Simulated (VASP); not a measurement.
# Al32H in VASP: notebook

Al32H is run at these levels: PBE+D3(BJ); tasks: single point.

All numbers are computed with VASP 6.6.1; they aren't measurements. Logs are shortened: lines on timing, memory, paths and dates and some standing lists are left out, and cuts for length are marked.

## Step 1: The cell of the first run

The cell holds a slab with vacuum, 33 atoms: a = 5.629 Å, b = 5.629 Å, c = 33.555 Å, α = 90.00°, β = 90.00°, γ = 120.00°.

## Step 2: Single point, PBE+D3(BJ)

Contents of INCAR:

```
SYSTEM = Al32H
  ALGO = Normal
  DIPOL = 0.5 0.5 0.370
  EDIFF = 1E-6
  ENCUT = 520
  GGA = PE
  IDIPOL = 3
  ISIF = 2
  ISMEAR = 0
  IVDW = 12
  LASPH = .TRUE.
  LCHARG = .FALSE.
  LDIPOL = .TRUE.
  LREAL = Auto
  LWAVE = .FALSE.
  NBANDS = 70
  NELM = 60
  PREC = Accurate
  SIGMA = 0.1
```

Contents of KPOINTS:

```
k-points
0
G
  6 6 1
  0 0 0
```

Contents of POSCAR:

```
Al32H
1.0
    5.6288445222      0.0000000000      0.0000000000
   -2.8144222611      4.8747223502      0.0000000000
    0.0000000000      0.0000000000     33.5549453352
Al H
32 1
Direct
    0.1666666667      0.3333333333      0.1192074658
    0.1666666667      0.8333333333      0.1192074658
    0.6666666667      0.3333333333      0.1192074658
    0.6666666667      0.8333333333      0.1192074658
    0.0000000000      0.0000000000      0.1880575786
    0.0000000000      0.5000000000      0.1880575786
    0.5000000000      0.0000000000      0.1880575786
    0.5000000000      0.5000000000      0.1880575786
    0.3333333333      0.1666666667      0.2569076914
    0.3333333333      0.6666666667      0.2569076914
    0.8333333333      0.1666666667      0.2569076914
    0.8333333333      0.6666666667      0.2569076914
    0.0000000000      0.0000000000      0.3257578042
    0.0000000000      0.5000000000      0.3257578042
    0.5000000000      0.0000000000      0.3257578042
    0.5000000000      0.5000000000      0.3257578042
    0.1666666667      0.3333333333      0.3941383343
    0.1666666667      0.8333333333      0.3941383343
    0.6666666667      0.3333333333      0.3941383343
    0.6666666667      0.8333333333      0.3941383343
    0.0000000000      0.0000000000      0.4632563468
    0.0000000000      0.5000000000      0.4632563468
    0.5000000000      0.0000000000      0.4632563468
    0.5000000000      0.5000000000      0.4632563468
    0.3333333333      0.1666666667      0.5326957441
    0.3333333333      0.6666666667      0.5326957441
    0.8333333333      0.1666666667      0.5326957441
    0.8333333333      0.6666666667      0.5326957441
    0.0000000000      0.0000000000      0.6036351761
    0.0000000000      0.5000000000      0.6036351761
    0.5000000000      0.0000000000      0.6036351761
    0.5000000000      0.5000000000      0.6036351761
    0.0000000000      0.0000000000      0.6781398422
```

Potentials or basis: VASP PAW PBE potentials, release 64 (Al, H).

Launch:

```console
$ cat potpaw_PBE.64/Al/POTCAR potpaw_PBE.64/H/POTCAR > POTCAR
$ mpirun -np 1 vasp_std > vasp.out
```

OUTCAR:

```text
SYSTEM = Al32H
   EDIFF = 1E-6
   ENCUT = 520
   GGA = PE
   ISIF = 2
   ISMEAR = 0
   IVDW = 12
   LASPH = .TRUE.
   LREAL = Auto
   NELM = 60
   PREC = Accurate
 IVDW          = 12

 ion  position               nearest neighbor table
   1  0.167  0.333  0.119-   3 2.81   3 2.81   4 2.81   2 2.81   2 2.81   4 2.81   8 2.82   5 2.82
                             6 2.82
   2  0.167  0.833  0.119-   4 2.81   4 2.81   1 2.81   1 2.81   3 2.81   3 2.81   7 2.82   6 2.82
                             5 2.82
   3  0.667  0.333  0.119-   1 2.81   1 2.81   4 2.81   4 2.81   2 2.81   2 2.81   6 2.82   7 2.82
                             8 2.82
   4  0.667  0.833  0.119-   2 2.81   2 2.81   3 2.81   3 2.81   1 2.81   1 2.81   5 2.82   8 2.82
                             7 2.82
   5  0.000  0.000  0.188-   7 2.81   7 2.81   8 2.81   6 2.81   6 2.81   8 2.81   9 2.82   4 2.82
                            12 2.82   1 2.82   2 2.82  11 2.82
   6  0.000  0.500  0.188-   8 2.81   8 2.81   5 2.81   5 2.81   7 2.81   7 2.81  10 2.82   3 2.82
                            11 2.82   2 2.82  12 2.82   1 2.82
   7  0.500  0.000  0.188-   5 2.81   5 2.81   8 2.81   8 2.81   6 2.81   6 2.81  11 2.82   2 2.82
                             3 2.82  10 2.82   9 2.82   4 2.82
   8  0.500  0.500  0.188-   6 2.81   6 2.81   7 2.81   7 2.81   5 2.81   5 2.81  12 2.82   1 2.82
                             4 2.82   9 2.82   3 2.82  10 2.82
   9  0.333  0.167  0.257-  11 2.81  11 2.81  12 2.81  10 2.81  10 2.81  12 2.81  13 2.82   5 2.82
[... 32 lines left out ...]
                            23 2.84  29 2.88  32 2.88  31 2.88
  26  0.333  0.667  0.533-  28 2.81  28 2.81  25 2.81  25 2.81  27 2.81  27 2.81  22 2.84  23 2.84
                            24 2.84  30 2.88  31 2.88  32 2.88
  27  0.833  0.167  0.533-  25 2.81  25 2.81  28 2.81  28 2.81  26 2.81  26 2.81  23 2.84  22 2.84
                            21 2.84  31 2.88  30 2.88  29 2.88
  28  0.833  0.667  0.533-  26 2.81  26 2.81  27 2.81  27 2.81  25 2.81  25 2.81  24 2.84  21 2.84
                            22 2.84  32 2.88  29 2.88  30 2.88
  29  0.000  0.000  0.604-  31 2.81  31 2.81  32 2.81  30 2.81  30 2.81  32 2.81  25 2.88  28 2.88
                            27 2.88
  30  0.000  0.500  0.604-  32 2.81  32 2.81  29 2.81  29 2.81  31 2.81  31 2.81  26 2.88  27 2.88
                            28 2.88
  31  0.500  0.000  0.604-  29 2.81  29 2.81  32 2.81  32 2.81  30 2.81  30 2.81  27 2.88  26 2.88
                            25 2.88
  32  0.500  0.500  0.604-  30 2.81  30 2.81  31 2.81  31 2.81  29 2.81  29 2.81  28 2.88  25 2.88
                            26 2.88
  33  0.000  0.000  0.678-

  LATTYP: Found a hexagonal cell.
 ALAT       =     5.6288445222
 C/A-ratio  =     5.9612492764

  Lattice vectors:

 A1 = (   5.6288445222,   0.0000000000,   0.0000000000)
 A2 = (  -2.8144222611,   4.8747223502,   0.0000000000)
 A3 = (   0.0000000000,   0.0000000000,  33.5549453352)

Analysis of symmetry for initial positions (statically):
=====================================================================
 Subroutine PRICEL returns:
 Original cell was already a primitive cell.

 Routine SETGRP: Setting up the symmetry group for a
 hexagonal supercell.

 Subroutine GETGRP returns: Found  6 space group operations
 (whereof  6 operations were pure point group operations)
 out of a pool of 24 trial point group operations.

The static configuration has the point symmetry C_3v.

Analysis of symmetry for dynamics (positions and initial velocities):
=====================================================================
 Subroutine PRICEL returns:
 Original cell was already a primitive cell.

 Routine SETGRP: Setting up the symmetry group for a
 hexagonal supercell.

 Subroutine GETGRP returns: Found  6 space group operations
 (whereof  6 operations were pure point group operations)
 out of a pool of 24 trial point group operations.

The dynamic configuration has the point symmetry C_3v.

 Subroutine INISYM returns: Found  6 space group operations
 (whereof  6 operations are pure point group operations),
 and found     1 'primitive' translations

----------------------------------------------------------------------------------------

                                     Primitive cell

  volume of cell :     920.7160

  direct lattice vectors                    reciprocal lattice vectors
     5.628844522  0.000000000  0.000000000     0.177656355  0.102569944  0.000000000
    -2.814422261  4.874722350  0.000000000     0.000000000  0.205139889  0.000000000
     0.000000000  0.000000000 33.554945335     0.000000000  0.000000000  0.029801866

  length of vectors
     5.628844522  5.628844522 33.554945335     0.205139889  0.205139889  0.029801866

[... 90 lines left out ...]
     0.000000000  0.000000000  0.000000000

 Subroutine IBZKPT returns following result:
 ===========================================

 Found      7 irreducible k-points:

 Following reciprocal coordinates:
            Coordinates               Weight
  0.000000  0.000000  0.000000      1.000000
  0.166667  0.000000  0.000000      6.000000
  0.333333  0.000000  0.000000      6.000000
  0.500000  0.000000  0.000000      3.000000
  0.166667  0.166667  0.000000      6.000000
  0.333333  0.166667  0.000000     12.000000
  0.333333  0.333333  0.000000      2.000000
   k-points           NKPTS =      7   k-points in BZ     NKDIM =      7   number of bands    NBANDS=     70
   number of dos      NEDOS =    301   number of ions     NIONS =     33
   total plane-waves  NPLWV = 441000
   dimension x,y,z NGX =    42 NGY =   42 NGZ =  250
   dimension x,y,z NGXF=    84 NGYF=   84 NGZF=  500
   ions per type =              32   1
   NGX,Y,Z   is equivalent  to a cutoff of  12.40, 12.40, 12.39 a.u.
   NGXF,Y,Z  is equivalent  to a cutoff of  24.81, 24.81, 24.77 a.u.
 SYSTEM =  Al32H
   PREC   = accura    normal or accurate (medium, high low for compatibility)
   ISTART =      0    job   : 0-new  1-cont  2-samecut
   ICHARG =      2    charge: 1-file 2-atom 10-const
   ISPIN  =      1    spin polarized calculation?
   LNONCOLLINEAR =      F non collinear calculations
   LSORBIT =      F    spin-orbit coupling
   LASPH  =      T    aspherical Exc in radial PAW
   ENCUT  =  520.0 eV  38.22 Ry    6.18 a.u.  10.47 10.47 62.39*2*pi/ulx,y,z
   NELM   =     60;   NELMIN=  2; NELMDL= -5     # of ELM steps
   EDIFF  = 0.1E-05   stopping-criterion for ELM
   LREAL  =      T    real-space projection
   EDIFFG = 0.1E-04   stopping-criterion for IOM
   NSW    =      0    number of steps for IOM
   IBRION =     -1    ionic relax: 0-MD 1-quasi-New 2-CG
   NFREE  =      0    steps in history (QN), initial steepest desc. (CG)
   ISIF   =      2    stress and relaxation
   ISYM   =      2    0-nonsym 1-usesym 2-fastsym
   POTIM  = 0.5000    time-step for ionic-motion
   TEBEG  =    0.0;   TEEND  =   0.0 temperature during run
   PSTRESS=    0.0 pullay stress
   NELECT =      97.0000    total number of electrons
   NUPDOWN=      -1.0000    fix difference up-down
   EMIN   =  10.00;   EMAX   =-10.00  energy-range for DOS
   EFERMI =   0.00;   METHOD = LEGACY
   ISMEAR =     0;   SIGMA  =   0.10  broadening in eV -4-tet -1-fermi 0-gaus
   EFERMI_NEDOS =   21; number of points for ismear=-14 and -15
   IALGO  =     38    algorithm
   IMIX   =      4    mixing-type and parameters
     AMIX     =   0.40;   BMIX     =  1.00
     AMIX_MAG =   1.60;   BMIX_MAG =  1.00
  volume/ion in A,a.u.               =      27.90       188.28
  Fermi-wavevector in a.u.,A,eV,Ry     =   0.773197  1.461131  8.134021  0.597834
  Thomas-Fermi vector in A             =   1.874990
   LORBIT       =      0    0 simple, 1 ext, 2 COOP (PROOUT), +10 PAW based schemes
   GGA     = PE    functional components
   LHFCALC =     F    Hartree Fock is set to
   AEXX    =    0.0000 exact exchange contribution
   IVDW    =    12    specifies the selected vdW correction
   LEPSILON=     F    determine dielectric tensor
   LRPA    =     F    only Hartree local field effects (RPA)
 non-spin polarized calculation
 Gauss-broadening in eV      SIGMA  =   0.10
  energy-cutoff  :      520.00
  volume of cell :      920.72
 maximum number of plane-waves:     24893
 NGX is ok and might be reduce to    42
   NGX = 21   NGY = 21   NGZ =125

 dipolmoment           0.000000      0.000000     -0.520115 electrons x Angstroem

 number of electron      97.0000000 magnetization

 dipolmoment           0.000000      0.000000      0.228994 electrons x Angstroem

 Free energy of the ion-electron system (eV)
  ---------------------------------------------------
  ext. energy  EPLUGINS =         0.00000000
  ---------------------------------------------------
  free energy    TOTEN  =      -118.33800551 eV

  energy without entropy =     -118.28956326  energy(sigma->0) =     -118.31378439

 E-fermi :   2.5046     XC(G=0):  -6.3784

 val. band max:        2.4462590916   @ k =   0.3333   0.1667   0.0000
 cond. band min:       2.5157475181   @ k =   0.1667   0.0000   0.0000
 fundamental gap:      0.0694884265
 Fermi energy:         2.5046094769

 k-point     1 :       0.0000    0.0000    0.0000
  band No.  band energies     occupation
      1      -8.7277      2.00000
      2      -8.4095      2.00000
      3      -7.9269      2.00000
      4      -7.2459      2.00000
      5      -6.4139      2.00000
      6      -5.4018      2.00000
[... 430 lines left out ...]
     59       5.1540      0.00000
     60       5.1916      0.00000
 [bands above 60 left out]

------------------------ aborting loop because EDIFF is reached ----------------------------------------

 vacuum level on the upper side and lower side of the slab       (xc-potential included)         0.633        -0.821

 Edisp (eV)   -9.84844

 E8    (eV) :    -4.4681

  FORCE on cell =-STRESS in cart. coord.  units (eV):
  Direction    XX          YY          ZZ          XY          YZ          ZX
  --------------------------------------------------------------------------------------
  -------------------------------------------------------------------------------------
  Total      -4.02822    -4.02822    -4.03385     0.00000     0.00000     0.00000
  in kB      -7.00967    -7.00967    -7.01947     0.00000     0.00000     0.00000
  external pressure =       -7.01 kB  Pullay stress =        0.00 kB

 VOLUME and BASIS-vectors are now :
 -----------------------------------------------------------------------------
  energy-cutoff  :      520.00
  volume of cell :      920.72
      direct lattice vectors                 reciprocal lattice vectors
     5.628844522  0.000000000  0.000000000     0.177656355  0.102569944  0.000000000
    -2.814422261  4.874722350  0.000000000     0.000000000  0.205139889  0.000000000
     0.000000000  0.000000000 33.554945335     0.000000000  0.000000000  0.029801866

 POSITION                                       TOTAL-FORCE (eV/Angst)
 -----------------------------------------------------------------------------------
      0.00000      1.62491      4.00000        -0.000000      0.009499     -0.090530
     -1.40721      4.06227      4.00000         0.008226     -0.004749     -0.090530
      2.81442      1.62491      4.00000        -0.000000     -0.000000     -0.094739
      1.40721      4.06227      4.00000        -0.008226     -0.004749     -0.090530
      0.00000      0.00000      6.31026        -0.000000     -0.000000      0.077809
     -1.40721      2.43736      6.31026        -0.003756     -0.002169      0.082096
[... 25 lines left out ...]
      1.40721      2.43736     20.25495        -0.018517      0.010691      0.010581
      0.00000      0.00000     22.75495        -0.000000     -0.000000     -1.614879
 -----------------------------------------------------------------------------------
    total drift:                               -0.000000     -0.000000      0.017046

  FREE ENERGIE OF THE ION-ELECTRON SYSTEM (eV)
  ---------------------------------------------------
  free  energy   TOTEN  =      -128.1864450302 eV

  energy  without entropy=     -128.1380027825  energy(sigma->0) =     -128.16222391

 vacuum level on the upper side and lower side of the slab         8.071         6.593
```

Run time: 27 min. Hardware: 1 thread of Intel Xeon 8259CL, shared host; peak memory 0.98 GiB.

Results:

| Quantity | Value |
| --- | --- |
| Free energy | -128.1864 eV |
| Largest force | 1.615 eV/Å |
| Band gap on the k mesh | zero (an odd number of electrons rules out a gap without spin polarisation) |
| Dispersion energy per atom | -0.298 eV |

Forces on the atoms (eV/Å):
```
Al   0.000  0.009 -0.091
Al   0.008 -0.005 -0.091
Al   0.000  0.000 -0.095
Al  -0.008 -0.005 -0.091
Al   0.000  0.000  0.078
Al  -0.004 -0.002  0.082
Al   0.000  0.004  0.082
Al   0.004 -0.002  0.082
Al  -0.004 -0.002  0.011
Al   0.000  0.000  0.002
Al   0.004 -0.002  0.011
Al   0.000  0.005  0.011
Al   0.000  0.000  0.030
Al  -0.008 -0.005  0.001
Al   0.000  0.010  0.001
Al   0.008 -0.005  0.001
Al   0.000 -0.026  0.016
Al  -0.023  0.013  0.016
Al   0.000  0.000  0.055
Al   0.023  0.013  0.016
Al   0.000  0.000 -0.066
Al  -0.035 -0.020  0.012
Al   0.000  0.041  0.012
Al   0.035 -0.020  0.012
Al  -0.029 -0.017 -0.012
Al   0.000  0.000 -0.070
Al   0.029 -0.017 -0.012
Al   0.000  0.034 -0.012
Al   0.000  0.000  1.591
Al   0.019  0.011  0.011
Al   0.000 -0.021  0.011
Al  -0.019  0.011  0.011
H    0.000  0.000 -1.615
```

(Part 1 of 2 ends here.)

The gap in the log of VASP goes by the Fermi energy; the results here count the filled bands.